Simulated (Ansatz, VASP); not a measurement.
Si2Sb5Se in VASP and in Ansatz

```xyz
8
Lattice="-2.9813 2.9813 5.8947 2.9813 -2.9813 5.8947 2.9813 2.9813 -5.8947" Properties=species:S:1:pos:R:3 pbc="T T T"
Si    0.0000    2.9813    0.0000
Si    2.9813    0.0000    0.0000
Sb    0.0000    2.9813    2.9473
Sb    2.9813    0.0000    2.9473
Sb    0.0000    0.0000    8.7961
Sb    0.0000    0.0000    2.9933
Sb    0.0000    0.0000    0.0000
Se    0.0000    0.0000    5.8947
```

Alike in both runs: task single point; functional r2SCAN; k mesh 8 × 8 × 8; occupations gaussian, width 0.1 eV; no spin polarisation.

|  | VASP | Ansatz |
| --- | --- | --- |
| version | VASP 6.6.1 | Ansatz 0.2.0 |
| potentials or method | VASP PAW PBE potentials, release 64 (Si, Sb, Se), cutoff 550 eV | scalar-relativistic, plane waves, PAW |
| valence electrons in the cell | 39 | 99 |

Ansatz gave:

| Quantity | Value |
| --- | --- |
| gap on the k mesh at the Fermi level (eV) | none |
| pressure (GPa) | -1.2 |
| rms of the force components (eV/Å) | 0.023 |

**Question.** Estimate VASP's values.

**Answer.** gap on the k mesh at the Fermi level (eV): none; pressure (GPa): -1.1; rms of the force components (eV/Å): 0.020.

VASP's potentials were made for PBE, not for r2SCAN. Atom by atom the forces differ by 0.003 eV/Å (rms over components). A gap of «none» marks a metal or a gap that the smearing closes. The functional is the same, so the differences come from potentials, cutoffs and numerics. VASP's potentials hold 39 valence electrons a cell and Ansatz's 99, so a difference there can come from the potentials and not from the codes.

Spin-orbit coupling is off throughout.
